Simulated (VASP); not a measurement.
# SnSe in VASP: notebook

SnSe is run at these levels: PBEsol, LDA; tasks: single point.

Everything below comes from runs of VASP 6.6.1. Logs are shortened: lines on timing, memory, paths and dates and some standing lists are left out, and cuts for length are marked.

## Step 1: The cell of the first run

The cell holds a slab with vacuum, 4 atoms: a = 4.257 Å, b = 4.257 Å, c = 10.917 Å, α = 90.00°, β = 90.00°, γ = 90.00°.

## Step 2: Single point, PBEsol

File INCAR:

```
PREC = Accurate
ENCUT = 520
EDIFF = 1E-6
ISMEAR = -1
SIGMA = 0.05
LREAL = F
LASPH = T
NELM = 100
ALGO = Normal
ISIF = 2
LWAVE = F
LCHARG = F
GGA = PS
NBANDS = 28
```

File KPOINTS:

```
regular mesh
0
Gamma
  6 6 3
```

File POSCAR:

```
SnSe
1.0
    4.2565659658      0.0000000000      0.0000000000
    0.0000000000      4.2565659658      0.0000000000
    0.0000000000      0.0000000000     10.9169268730
Sn Se
2 2
Direct
    0.0000000000      0.5000000000      0.6277708900
    0.5000000000      0.0000000000      0.3722291100
    0.0000000000      0.5000000000      0.3839605100
    0.5000000000      0.0000000000      0.6160394900
```

Potentials or basis: VASP PAW PBE potentials, release 64 (Sn_d, Se).

The run is started by

```console
> cat potpaw_PBE.64/Sn_d/POTCAR potpaw_PBE.64/Se/POTCAR > POTCAR
> mpirun -np 1 vasp_std > vasp.out
```

OUTCAR:

```text
PREC = Accurate
   ENCUT = 520
   EDIFF = 1E-6
   ISMEAR = -1
   LREAL = F
   LASPH = T
   NELM = 100
   ISIF = 2
   GGA = PS

 ion  position               nearest neighbor table
   1  0.000  0.500  0.628-   3 2.66   4 3.01   4 3.01   4 3.01   4 3.01
   2  0.500  0.000  0.372-   4 2.66   3 3.01   3 3.01   3 3.01   3 3.01
   3  0.000  0.500  0.384-   1 2.66   2 3.01   2 3.01   2 3.01   2 3.01
   4  0.500  0.000  0.616-   2 2.66   1 3.01   1 3.01   1 3.01   1 3.01

  LATTYP: Found a simple tetragonal cell.
 ALAT       =     4.2565659658
 C/A-ratio  =     2.5647263453

  Lattice vectors:

 A1 = (   4.2565659658,   0.0000000000,   0.0000000000)
 A2 = (   0.0000000000,   4.2565659658,   0.0000000000)
 A3 = (   0.0000000000,   0.0000000000,  10.9169268730)

Analysis of symmetry for initial positions (statically):
=====================================================================
 Subroutine PRICEL returns:
 Original cell was already a primitive cell.

 Routine SETGRP: Setting up the symmetry group for a
 simple tetragonal supercell.

 Subroutine GETGRP returns: Found 16 space group operations
 (whereof  8 operations were pure point group operations)
 out of a pool of 16 trial point group operations.

The static configuration has the point symmetry D_2d.
 The point group associated with its full space group is D_4h.

Analysis of symmetry for dynamics (positions and initial velocities):
=====================================================================
 Subroutine PRICEL returns:
 Original cell was already a primitive cell.

 Routine SETGRP: Setting up the symmetry group for a
 simple tetragonal supercell.

 Subroutine GETGRP returns: Found 16 space group operations
 (whereof  8 operations were pure point group operations)
 out of a pool of 16 trial point group operations.

The dynamic configuration has the point symmetry D_2d.
 The point group associated with its full space group is D_4h.

 Subroutine INISYM returns: Found 16 space group operations
 (whereof  8 operations are pure point group operations),
 and found     1 'primitive' translations

----------------------------------------------------------------------------------------

                                     Primitive cell

  volume of cell :     197.7967

  direct lattice vectors                    reciprocal lattice vectors
     4.256565966  0.000000000  0.000000000     0.234931165  0.000000000  0.000000000
     0.000000000  4.256565966  0.000000000     0.000000000  0.234931165  0.000000000
     0.000000000  0.000000000 10.916926873     0.000000000  0.000000000  0.091600870

  length of vectors
     4.256565966  4.256565966 10.916926873     0.234931165  0.234931165  0.091600870

  position of ions in fractional coordinates (direct lattice)
     0.000000000  0.500000000  0.627770890
     0.500000000  0.000000000  0.372229110
     0.000000000  0.500000000  0.383960510
     0.500000000  0.000000000  0.616039490

  ion indices of the primitive-cell ions
   primitive index   ion index
                 1           1
                 2           2
                 3           3
                 4           4

----------------------------------------------------------------------------------------

 KPOINTS: regular mesh

Automatic generation of k-mesh.
 Grid dimensions read from file:
 generate k-points for:    6    6    3

 Generating k-lattice:

  Cartesian coordinates                     Fractional coordinates (reciprocal lattice)
     0.039155194  0.000000000  0.000000000     0.166666667  0.000000000  0.000000000
     0.000000000  0.039155194  0.000000000     0.000000000  0.166666667  0.000000000
     0.000000000  0.000000000  0.030533623     0.000000000  0.000000000  0.333333333

  Length of vectors
     0.039155194  0.039155194  0.030533623

  Shift w.r.t. Gamma in fractional coordinates (k-lattice)
     0.000000000  0.000000000  0.000000000

 Subroutine IBZKPT returns following result:
 ===========================================

 Found     20 irreducible k-points:

 Following reciprocal coordinates:
            Coordinates               Weight
  0.000000  0.000000  0.000000      1.000000
  0.166667  0.000000  0.000000      4.000000
  0.333333  0.000000  0.000000      4.000000
  0.500000  0.000000  0.000000      2.000000
  0.166667  0.166667  0.000000      4.000000
  0.333333  0.166667  0.000000      8.000000
[... 12 lines left out ...]
  0.500000  0.333333  0.333333      8.000000
  0.500000  0.500000  0.333333      2.000000
   k-points           NKPTS =     20   k-points in BZ     NKDIM =     20   number of bands    NBANDS=     28
   number of dos      NEDOS =    301   number of ions     NIONS =      4
   total plane-waves  NPLWV =  86016
   dimension x,y,z NGX =    32 NGY =   32 NGZ =   84
   dimension x,y,z NGXF=    64 NGYF=   64 NGZF=  168
   ions per type =               2   2
   NGX,Y,Z   is equivalent  to a cutoff of  12.50, 12.50, 12.79 a.u.
   NGXF,Y,Z  is equivalent  to a cutoff of  25.00, 25.00, 25.58 a.u.
 SYSTEM =  unknown system
   PREC   = accura    normal or accurate (medium, high low for compatibility)
   ISTART =      0    job   : 0-new  1-cont  2-samecut
   ICHARG =      2    charge: 1-file 2-atom 10-const
   ISPIN  =      1    spin polarized calculation?
   LNONCOLLINEAR =      F non collinear calculations
   LSORBIT =      F    spin-orbit coupling
   LASPH  =      T    aspherical Exc in radial PAW
   ENCUT  =  520.0 eV  38.22 Ry    6.18 a.u.   7.91  7.91 20.30*2*pi/ulx,y,z
   NELM   =    100;   NELMIN=  2; NELMDL= -5     # of ELM steps
   EDIFF  = 0.1E-05   stopping-criterion for ELM
   LREAL  =      F    real-space projection
   EDIFFG = 0.1E-04   stopping-criterion for IOM
   NSW    =      0    number of steps for IOM
   IBRION =     -1    ionic relax: 0-MD 1-quasi-New 2-CG
   NFREE  =      0    steps in history (QN), initial steepest desc. (CG)
   ISIF   =      2    stress and relaxation
   ISYM   =      2    0-nonsym 1-usesym 2-fastsym
   POTIM  = 0.5000    time-step for ionic-motion
   TEBEG  =    0.0;   TEEND  =   0.0 temperature during run
   PSTRESS=    0.0 pullay stress
   NELECT =      40.0000    total number of electrons
   NUPDOWN=      -1.0000    fix difference up-down
   EMIN   =  10.00;   EMAX   =-10.00  energy-range for DOS
   EFERMI =   0.00;   METHOD = LEGACY
   ISMEAR =    -1;   SIGMA  =   0.05  broadening in eV -4-tet -1-fermi 0-gaus
   EFERMI_NEDOS =   21; number of points for ismear=-14 and -15
   IALGO  =     38    algorithm
   IMIX   =      4    mixing-type and parameters
     AMIX     =   0.40;   BMIX     =  1.00
     AMIX_MAG =   1.60;   BMIX_MAG =  1.00
  volume/ion in A,a.u.               =      49.45       333.70
  Fermi-wavevector in a.u.,A,eV,Ry     =   0.960923  1.815881 12.563244  0.923372
  Thomas-Fermi vector in A             =   2.090249
   LORBIT       =      0    0 simple, 1 ext, 2 COOP (PROOUT), +10 PAW based schemes
   GGA     = PS    functional components
   LHFCALC =     F    Hartree Fock is set to
   AEXX    =    0.0000 exact exchange contribution
   IVDW    =     0    specifies the selected vdW correction
   LEPSILON=     F    determine dielectric tensor
   LRPA    =     F    only Hartree local field effects (RPA)
 non-spin polarized calculation
  energy-cutoff  :      520.00
  volume of cell :      197.80
 maximum number of plane-waves:      5349
 NGX is ok and might be reduce to    32
   NGX = 15   NGY = 15   NGZ = 41

 number of electron      40.0000020 magnetization

 Free energy of the ion-electron system (eV)
  ---------------------------------------------------
  ext. energy  EPLUGINS =         0.00000000
  ---------------------------------------------------
  free energy    TOTEN  =       -17.58061509 eV

  energy without entropy =      -17.58061487  energy(sigma->0) =      -17.58061498

 E-fermi :   1.3783     XC(G=0):  -6.1491

 val. band max:        0.6615716798   @ k =   0.3333   0.0000   0.3333
 cond. band min:       2.1046399699   @ k =   0.3333   0.0000   0.3333
 fundamental gap:      1.4430682901
 Fermi energy:         1.3783190062

 k-point     1 :       0.0000    0.0000    0.0000
  band No.  band energies     occupation
      1     -20.3176      2.00000
      2     -20.3115      2.00000
      3     -20.3098      2.00000
      4     -20.3097      2.00000
      5     -20.3021      2.00000
      6     -20.2779      2.00000
[... 20 lines left out ...]
     27       6.3452      0.00000
     28       6.5086      0.00000

 k-point     2 :       0.1667    0.0000    0.0000
  band No.  band energies     occupation
      1     -20.3150      2.00000
      2     -20.3115      2.00000
      3     -20.3094      2.00000
      4     -20.3056      2.00000
      5     -20.3051      2.00000
      6     -20.2782      2.00000
[... 20 lines left out ...]
     27       5.9965      0.00000
     28       6.1015      0.00000

 k-point     3 :       0.3333    0.0000    0.0000
  band No.  band energies     occupation
      1     -20.3146      2.00000
      2     -20.3111      2.00000
      3     -20.3102      2.00000
      4     -20.3063      2.00000
      5     -20.2951      2.00000
      6     -20.2800      2.00000
[... 20 lines left out ...]
     27       5.6350      0.00000
     28       7.1816      0.00000

 k-point     4 :       0.5000    0.0000    0.0000
  band No.  band energies     occupation
      1     -20.3151      2.00000
      2     -20.3151      2.00000
      3     -20.3065      2.00000
      4     -20.3065      2.00000
      5     -20.2854      2.00000
      6     -20.2854      2.00000
[... 20 lines left out ...]
     27       6.4465      0.00000
     28       6.4465      0.00000

 k-point     5 :       0.1667    0.1667    0.0000
  band No.  band energies     occupation
      1     -20.3139      2.00000
      2     -20.3118      2.00000
      3     -20.3112      2.00000
      4     -20.3071      2.00000
      5     -20.2992      2.00000
      6     -20.2783      2.00000
[... 20 lines left out ...]
     27       5.8181      0.00000
     28       6.9327      0.00000

 k-point     6 :       0.3333    0.1667    0.0000
  band No.  band energies     occupation
      1     -20.3186      2.00000
      2     -20.3174      2.00000
      3     -20.3061      2.00000
      4     -20.3033      2.00000
      5     -20.2907      2.00000
      6     -20.2794      2.00000
[... 339 lines left out ...]
      5     -20.2832      2.00000
      6     -20.2832      2.00000
[... 20 lines left out ...]
     27       6.7191      0.00000
     28       6.7191      0.00000

 k-point    18 :       0.3333    0.3333    0.3333
  band No.  band energies     occupation
      1     -20.3262      2.00000
      2     -20.3262      2.00000
      3     -20.2996      2.00000
      4     -20.2980      2.00000
      5     -20.2833      2.00000
      6     -20.2787      2.00000
[... 20 lines left out ...]
     27       6.5870      0.00000
     28       6.6697      0.00000

 k-point    19 :       0.5000    0.3333    0.3333
  band No.  band energies     occupation
      1     -20.3300      2.00000
      2     -20.3300      2.00000
      3     -20.2962      2.00000
      4     -20.2962      2.00000
      5     -20.2793      2.00000
      6     -20.2793      2.00000
[... 20 lines left out ...]
     27       6.4540      0.00000
     28       6.4540      0.00000

 k-point    20 :       0.5000    0.5000    0.3333
  band No.  band energies     occupation
      1     -20.3344      2.00000
      2     -20.3344      2.00000
      3     -20.2932      2.00000
      4     -20.2932      2.00000
      5     -20.2775      2.00000
      6     -20.2775      2.00000
[... 20 lines left out ...]
     27       7.2641      0.00000
     28       7.2641      0.00000

------------------------ aborting loop because EDIFF is reached ----------------------------------------

  FORCE on cell =-STRESS in cart. coord.  units (eV):
  Direction    XX          YY          ZZ          XY          YZ          ZX
  --------------------------------------------------------------------------------------
  -------------------------------------------------------------------------------------
  Total       -0.5289534     -0.5289534      0.6241465      0.0000000     -0.0000000      0.0000000
  in kB       -4.2845859     -4.2845859      5.0556613      0.0000000     -0.0000000      0.0000000
  external PRESSURE =      -1.1711702 kB  Pullay stress =       0.0000000 kB

 VOLUME and BASIS-vectors are now :
 -----------------------------------------------------------------------------
  energy-cutoff  :      520.00
  volume of cell :      197.80
      direct lattice vectors                 reciprocal lattice vectors
     4.256565966  0.000000000  0.000000000     0.234931165  0.000000000  0.000000000
     0.000000000  4.256565966  0.000000000     0.000000000  0.234931165  0.000000000
     0.000000000  0.000000000 10.916926873     0.000000000  0.000000000  0.091600870

 POSITION                                       TOTAL-FORCE (eV/Angst)
 -----------------------------------------------------------------------------------
      0.00000      2.12828      6.85333         0.000000      0.000000      0.045804
      2.12828      0.00000      4.06360        -0.000000      0.000000     -0.045804
      0.00000      2.12828      4.19167         0.000000      0.000000     -0.205925
      2.12828      0.00000      6.72526        -0.000000      0.000000      0.205925
 -----------------------------------------------------------------------------------
    total drift:                                0.000000      0.000000      0.000000

  FREE ENERGIE OF THE ION-ELECTRON SYSTEM (eV)
  ---------------------------------------------------
  free  energy   TOTEN  =       -17.5806150944 eV

  energy  without entropy=      -17.5806148662  energy(sigma->0) =      -17.58061498
```

Wall time 87 s (1 thread of Intel Xeon Platinum 8259CL at 2.50GHz (Skylake/Cascade Lake), shared host); peak memory 0.32 GiB.

Results:

```yaml
Free_energy: -17.5806 eV
Largest_force: 0.206 eV/Å
Band_gap_on_the_k_mesh: 1.44 eV, direct
```

Forces on the atoms (eV/Å):
```
Sn   0.000  0.000  0.046
Sn   0.000  0.000 -0.046
Se   0.000  0.000 -0.206
Se   0.000  0.000  0.206
```

Caveat: the PAW data sets were made with another functional, which shifts forces and pressure a little; spin-orbit coupling is left out, which moves the levels of the heavy elements.

## Step 3: Single point, LDA

This run uses another cell than the first one, of 50.46 Å³/atom, 1.020 times its volume.

File INCAR:

```
SYSTEM = SnSe
PREC = Accurate
ENCUT = 520
EDIFF = 1E-7
ISMEAR = -1
SIGMA = 0.05
LREAL = .FALSE.
LASPH = .TRUE.
NELM = 100
ALGO = Normal
ISIF = 2
LWAVE = .FALSE.
LCHARG = .FALSE.
NBANDS = 28
```

File KPOINTS:

```
regular mesh
0
G
  6 6 3
  0 0 0
```

File POSCAR:

```
SnSe
1.0
    4.2853274191      0.0000000000      0.0000000000
    0.0000000000      4.2853274191      0.0000000000
    0.0000000000      0.0000000000     10.9906921300
Sn Se
2 2
Direct
    0.0000000000      0.5000000000      0.6277708900
    0.5000000000      0.0000000000      0.3722291100
    0.0000000000      0.5000000000      0.3839605100
    0.5000000000      0.0000000000      0.6160394900
```

Potentials or basis: VASP PAW LDA potentials, release 64 (Sn_d, Se).

The run is started by

```console
> cat potpaw_LDA.64/Sn_d/POTCAR potpaw_LDA.64/Se/POTCAR > POTCAR
> mpirun -np 1 vasp_std > vasp.out
```

Run time: 92 s. Hardware: 1 thread of Intel Xeon Platinum 8259CL at 2.50GHz (Skylake/Cascade Lake), shared host; peak memory 0.28 GiB.

It converged, with:

```yaml
Free_energy: -18.4320 eV
Largest_force: 0.220 eV/Å
Band_gap_on_the_k_mesh: 1.45 eV, direct
```

Forces in eV/Å, atoms in the order of the input:
```
Sn   0.000  0.000 -0.220
Sn   0.000  0.000  0.220
Se   0.000  0.000  0.022
Se   0.000  0.000 -0.022
```

Levels at points of the mesh, in eV from the valence-band top:
```tsv
k point	band 18	band 19	band 20	band 21	band 22	band 23
(0.00, 0.00, 0.00)	-1.60	-1.60	-0.19	1.65	3.83	3.84
(0.50, 0.00, 0.00)	-1.41	-0.19	-0.19	1.54	1.54	2.10
(0.50, 0.50, 0.00)	-3.12	-1.59	-1.59	3.71	3.71	4.74
```

Caveat: spin-orbit coupling is left out, which moves the levels of the heavy elements.
